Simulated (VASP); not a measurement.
Crystal: KI.

```
CELL_PARAMETERS angstrom
2.48565 -4.30336 0.00000
2.48565 4.30336 0.00000
0.00000 0.00000 8.67931
ATOMIC_POSITIONS crystal
K 0.50000 0.50000 0.50000
K 0.50000 0.50000 0.00000
I 0.83322 0.16678 0.25000
I 0.16678 0.83322 0.75000
```

```yaml
Program: VASP 6.6.1
Task: relaxation of cell and atoms
Functional: PBE
Dispersion: D3(BJ)
Potentials_or_basis: VASP PAW PBE potentials, release 64 (K_sv, I)
Cutoff: 600 eV
k_mesh: 6 × 6 × 4
Occupations: gaussian, width 0.02 eV
Spin: no spin polarisation
```

At the start: pressure -0.8 GPa; volume 46.42 Å³/atom.

Task: How do energy, volume and symmetry change on relaxing?

Result: Over 8 steps the energy falls by 8.6 meV/atom and the volume is 43.22 Å³/atom (-6.9 %); space group P6_3/mmc (No. 194, to 0.1 Å) before and after.

Step by step:
```tsv
step	energy change (eV)	largest force (eV/Å)	pressure (GPa)	volume (Å³)
1	0.0000	0.0013	-0.78	185.68
2	-0.0236	0.0014	-0.46	179.65
3	-0.0337	0.0013	-0.04	173.35
4	-0.0338	0.0013	0.01	172.76
5	-0.0338	0.0013	-0.01	173.01
6	-0.0339	0.0011	-0.01	172.99
7	-0.0343	0.0002	-0.01	172.91
8	-0.0343	0.0000	-0.01	172.89
```

Final structure:
```
CELL_PARAMETERS angstrom
2.41617 -4.18653 0.00000
2.41617 4.18653 0.00000
0.00000 0.00000 8.54585
ATOMIC_POSITIONS crystal
K 0.50000 0.50000 0.50000
K 0.50000 0.50000 0.00000
I 0.83328 0.16672 0.25000
I 0.16672 0.83328 0.75000
```
